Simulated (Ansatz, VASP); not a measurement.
C: VASP beside Ansatz

```
C
1.0
     0.00000    2.12700    3.34800
     1.22800    0.00000    3.34800
     1.22800    2.12700    0.00000
C
2
Direct
  0.16667 0.83333 0.16667
  0.83333 0.16667 0.83333
```

Alike in both runs: task relaxation of the atoms; functional PBE; dispersion D3(BJ); k mesh 18 × 18 × 18; occupations gaussian, width 0.02 eV; no spin polarisation.

```csv
,VASP,Ansatz
version,VASP 6.6.1,Ansatz 0.2.0
potentials or method,"VASP PAW PBE potentials, release 64 (C), cutoff 520 eV","scalar-relativistic, plane waves, PAW"
valence electrons in the cell,8,8
```

|  | VASP | Ansatz | Ansatz less VASP |
| --- | --- | --- | --- |
| gap on the k mesh at the Fermi level, each at its own relaxed structure (eV) | 0.08 | 0.08 | 0.000 |

Ansatz's warnings: stress scf threshold loose.

Noted on VASP's run: the relaxation stopped at its first step, so nothing moved.
